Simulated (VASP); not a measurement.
# TaN: single point with PBEsol

TaN:

```
CELL_PARAMETERS angstrom
4.97445 0.00000 0.00000
-2.48723 4.30800 0.00000
0.00000 0.00000 2.78669
ATOMIC_POSITIONS crystal
Ta 0.00000 0.00000 0.00000
Ta 0.33333 0.66667 0.50000
Ta 0.66667 0.33333 0.50000
N 0.50000 0.00000 0.00000
N 0.50000 0.50000 0.00000
N 0.00000 0.50000 0.00000
```

* Program: VASP 6.6.1
* Task: single point
* Functional: PBEsol
* Potentials or basis: VASP PAW PBE potentials, release 64 (Ta_pv, N)
* Cutoff: 520 eV
* k mesh: 5 × 5 × 8
* Occupations: methfessel-paxton, width 0.15 eV
* Spin: no spin polarisation

| Property | Result |
| --- | --- |
| Pressure | 57.5 GPa |
| Band gap on the k mesh | zero (band 24 reaches 10.52 eV, above the bottom of band 25 at 7.88 eV) |

Stress tensor (GPa, compression positive):
```
50.83  0.00  0.00
 0.00 50.83  0.00
 0.00  0.00 70.74
```

Levels at points of the mesh, in eV from the Fermi level:
```tsv
k point	band 20	band 21	band 22	band 23	band 24	band 25	band 26	band 27	band 28	band 29
(0.00, 0.00, 0.00)	-3.29	-3.29	-2.98	-2.45	-1.63	-1.63	0.83	0.83	1.60	2.68
(0.00, 0.00, 0.50)	-4.49	-3.53	-3.53	-2.29	1.01	1.01	1.74	2.27	2.98	2.98
```

It took 56 s on 1 thread of Intel Xeon 6975P-C, on a shared host, peak memory 0.21 GiB.

Caveat: the PAW data sets were made with another functional, which shifts forces and pressure a little; spin-orbit coupling is left out, which moves the levels of the heavy elements.
